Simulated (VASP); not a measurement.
A run of VASP 6.6.1 is set up as follows.

File POSCAR:

```
Cd2SO
1.0
    3.8793821859      0.0000000000      0.0000000000
    0.0000000000      3.8793821859      0.0000000000
    0.0000000000      0.0000000000      5.2346230481
O Cd S
1 2 1
Direct
    0.0000000000      0.0000000000      0.0000000000
    0.0000000000      0.5000000000      0.7968472731
    0.5000000000      0.0000000000      0.2031527269
    0.5000000000      0.5000000000      0.5000000000
```

The input INCAR.step1:

```
SYSTEM = Cd2SO
PREC = Accurate ; ENCUT = 770
ISMEAR = -1 ; SIGMA = 0.02
LREAL = .FALSE. ; LASPH = .TRUE.
NELM = 120 ; NBANDS = 34
GGA = PE ; ALGO = Normal
EDIFF = 1E-5 ; LWAVE = .TRUE.
LCHARG = .FALSE. ; GGA_COMPAT = .FALSE.
```

The input INCAR.step2:

```
SYSTEM = Cd2SO
PREC = Accurate ; ENCUT = 770
EDIFF = 1E-6 ; ISMEAR = -1
SIGMA = 0.02 ; LREAL = .FALSE.
LASPH = .TRUE. ; NELM = 120
ALGO = Normal ; ISIF = 2
LWAVE = .FALSE. ; LCHARG = .FALSE.
METAGGA = R2SCAN ; LMIXTAU = .TRUE.
NBANDS = 34 ; ISTART = 1
GGA_COMPAT = .FALSE.
```

KPOINTS

```
regular mesh
0
G
  6 6 4
  0 0 0
```

Potentials or basis: VASP PAW PBE potentials, release 64 (O, Cd_sv_GW, S).

Run with:

```bash
$ cat potpaw_PBE.64/O/POTCAR potpaw_PBE.64/Cd_sv_GW/POTCAR potpaw_PBE.64/S/POTCAR > POTCAR
$ cp INCAR.step1 INCAR
$ mpirun -np 1 vasp_std > vasp.out
$ cp INCAR.step2 INCAR
$ mpirun -np 1 vasp_std > vasp.out
```

(1) Predict the band gap on the k mesh.

(2) Predict the largest force.

Results:

(1) 0.40 eV.

(2) 0.015 eV/Å.

Caveat: semilocal functionals underestimate gaps, and a narrow one can read as zero; the PAW data sets were made with another functional, which shifts forces and pressure a little.
